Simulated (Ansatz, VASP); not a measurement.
One calculation of Zr, two programs

File INCAR:

```
SYSTEM = Zr
PREC = Accurate
ENCUT = 520
EDIFF = 1E-7
ISMEAR = 0
SIGMA = 0.15
LREAL = .FALSE.
LASPH = .TRUE.
NELM = 60
ALGO = Fast
ISIF = 2
LWAVE = .FALSE.
LCHARG = .TRUE.
GGA = CA
LELF = .TRUE.
LVHAR = .TRUE.
NBANDS = 12
```

The input KPOINTS:

```
regular mesh
0
G
  18 18 18
  0 0 0
```

File POSCAR:

```
Zr
1.0
    0.0000000000      2.5508560000      2.2550000000
    2.2550000000      0.0000000000      2.2550000000
    2.2550000000      2.5508560000      0.0000000000
Zr
1
Direct
    0.0000000000      0.0000000000      0.0000000000
```

Input for Ansatz:

```yaml
crystal:
  lattice:
    - [0.0, 2.550856, 2.255]
    - [2.255, 0.0, 2.255]
    - [2.255, 2.550856, 0.0]
  atoms:
    - { symbol: Zr, position: [0.0, 0.0, 0.0] }
basis:
  ecutwfc: 420
kpoints:
  mp_grid: { grid: [18, 18, 18] }
hamiltonian:
  xc: lda
scf:
  occupations: { method: gaussian, width: 0.15 }
output:
  forces: true
  stress: true
  eigenvalues: true
```

Change from the starting cell: strain +0.1312 x Voigt [0, 1, 0, 0, 0, 0], atoms carried along.

Alike in both runs: task single point; functional LDA; k mesh 18 × 18 × 18; occupations gaussian, width 0.15 eV; no spin polarisation.

```csv
,VASP,Ansatz
version,VASP 6.6.1,Ansatz 0.2.0
potentials or method,"VASP PAW LDA potentials, release 64 (Zr_sv), cutoff 520 eV","scalar-relativistic, plane waves, PAW"
valence electrons in the cell,12,12
```

```csv
,VASP,Ansatz,Ansatz less VASP
gap on the k mesh at the Fermi level (eV),none,none,-
pressure (GPa),-13.8,-13.9,-0.05
"traceless stress, the component that is largest in VASP (GPa)",-2.11,-2.13,-0.016
```

LDA's correlation is that of Perdew and Zunger in VASP and of Perdew and Wang (1992) in Ansatz. A gap of «none» marks a metal or a gap that the smearing closes.
